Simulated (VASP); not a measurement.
Wanted: the native input for a VASP 6.6.1 run.

```
Task                   : single point
Functional             : r2SCAN
Potentials or basis    : VASP PAW PBE potentials, release 64 (Cd, Se)
Cutoff                 : 520 eV
k mesh                 : 12 × 12 × 12
Occupations            : fermi-dirac, width 0.05 eV
Spin                   : no spin polarisation
Dipole correction      : no
Further INCAR settings : ALGO = Normal; EDIFF = 1e-06; NBANDS = 16
```

The system is CdSe (rocksalt type).

```
CELL_PARAMETERS angstrom
0.00000 2.44980 2.44980
2.44980 0.00000 2.44980
2.44980 2.44980 0.00000
ATOMIC_POSITIONS crystal
Cd 0.00000 0.00000 0.00000
Se 0.50000 0.50000 0.50000
```

This cell differs from its parent crystal: volume scaled by 0.64.

The input as run:

POSCAR

```
CdSe
1.0
    0.0000000000      2.4498034341      2.4498034341
    2.4498034341      0.0000000000      2.4498034341
    2.4498034341      2.4498034341      0.0000000000
Cd Se
1 1
Direct
    0.0000000000      0.0000000000      0.0000000000
    0.5000000000      0.5000000000      0.5000000000
```

INCAR.step1

```
PREC = Accurate ; ENCUT = 520
ISMEAR = -1 ; SIGMA = 0.05
LREAL = F ; LASPH = T
NELM = 60 ; NBANDS = 16
GGA = PE ; ALGO = Normal
EDIFF = 1E-4 ; LWAVE = T
LCHARG = F
```

INCAR.step2

```
PREC = Accurate ; ENCUT = 520
EDIFF = 1E-6 ; ISMEAR = -1
SIGMA = 0.05 ; LREAL = F
LASPH = T ; NELM = 60
ALGO = Normal ; ISIF = 2
LWAVE = F ; LCHARG = F
METAGGA = R2SCAN ; LMIXTAU = T
NBANDS = 16 ; ISTART = 1
```

KPOINTS

```
Automatic mesh
0
Gamma
  12 12 12
```

Potentials or basis: VASP PAW PBE potentials, release 64 (Cd, Se).

Command:

```console
$ cat potpaw_PBE.64/Cd/POTCAR potpaw_PBE.64/Se/POTCAR > POTCAR
$ cp INCAR.step1 INCAR
$ mpirun -np 1 vasp_std > vasp.out
$ cp INCAR.step2 INCAR
$ mpirun -np 1 vasp_std > vasp.out
```

It gave:

```
Pressure               : 91.5 GPa
Band gap on the k mesh : zero (band 9 reaches 7.90 eV, above the bottom of band 10 at 7.45 eV)
```

Caveat: the PAW data sets were made with another functional, which shifts forces and pressure a little.

It took 110 s on 1 thread of Intel(R) Xeon(R) Platinum 8488C (Sapphire Rapids) (shared host), peak memory 0.19 GiB.
